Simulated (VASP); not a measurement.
Input of a VASP 6.6.1 run:

File INCAR:

```
SYSTEM = C
PREC = Accurate ; ENCUT = 520
EDIFF = 1E-6 ; ISMEAR = -1
SIGMA = 0.1 ; LREAL = .FALSE.
LASPH = .TRUE. ; NELM = 100
ALGO = Normal ; ISIF = 2
LWAVE = .FALSE. ; LCHARG = .FALSE.
GGA = PE ; NBANDS = 11
```

KPOINTS

```
regular mesh
0
G
  17 17 9
  0 0 0
```

POSCAR

```
C
1.0
    1.7194884319      0.0000000000      0.0000000000
   -0.8597442159      1.4891206635      0.0000000000
    0.0000000000      0.0000000000      8.1983522284
C
2
Direct
    0.3333333333      0.6666666667      0.2500000000
    0.6666666667      0.3333333333      0.7500000000
```

Potentials or basis: VASP PAW PBE potentials, release 64 (C).

Command:

```bash
$ cat potpaw_PBE.64/C/POTCAR > POTCAR
$ mpirun -np 1 vasp_std > vasp.out
```

(1) What does it give for the band gap on the k mesh?

(2) Estimate the pressure.

## Answers

(1) zero (band 4 reaches 4.91 eV, above the bottom of band 5 at 3.67 eV).

(2) -0.1 GPa.

Caveat: this functional lacks dispersion, which binds the layers, so the pressure and a relaxed spacing across them are unreliable.
